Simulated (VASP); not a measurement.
Set up this calculation in VASP 6.6.1, as the native input.

```yaml
Task: electric field gradients
Functional: LDA
Potentials_or_basis: VASP PAW PBE potentials, release 64 (Lu, H)
Cutoff: 520 eV
k_mesh: 8 × 8 × 8
Occupations: fermi-dirac, width 0.02 eV
Spin: no spin polarisation
Dipole_correction: no
Further_INCAR_settings: ALGO = Normal; EDIFF = 1e-08; NBANDS = 20
```

The structure of LuH2 lies in POSCAR:

```
LuH2
1.0
    0.0000000000      2.5248605265      2.5248605265
    2.5248605265      0.0000000000      2.5248605265
    2.5248605265      2.5248605265      0.0000000000
Lu H
1 2
Direct
    0.0000000000      0.0000000000      0.0000000000
    0.2500000000      0.2500000000      0.2500000000
    0.7500000000      0.7500000000      0.7500000000
```

This cell differs from its parent crystal: volume scaled by 1.01.

The input as run:

INCAR

```
PREC = Accurate ; ENCUT = 520
EDIFF = 1E-8 ; ISMEAR = -1
SIGMA = 0.02 ; LREAL = False
LASPH = True ; NELM = 120
ALGO = Normal ; ISIF = 2
LWAVE = False ; LCHARG = False
GGA = CA ; LEFG = True
NBANDS = 20 ; GGA_COMPAT = False
```

KPOINTS

```
regular mesh
0
Gamma
  8 8 8
```

Potentials or basis: VASP PAW PBE potentials, release 64 (Lu, H).

Run with:

```sh
$ cat potpaw_PBE.64/Lu/POTCAR potpaw_PBE.64/H/POTCAR > POTCAR
$ mpirun -np 1 vasp_std > vasp.out
```

It gave:

The pressure is -7.0 GPa.

Caveat: without QUAD_EFG the Cq values of the log hold for a quadrupole moment of 1 mb, not for the nuclei; the PAW data sets were made with another functional, which shifts forces and pressure a little.

Wall time 47 s on 1 thread of Intel Xeon 8259CL, with other jobs on the host, peak memory 0.16 GiB.
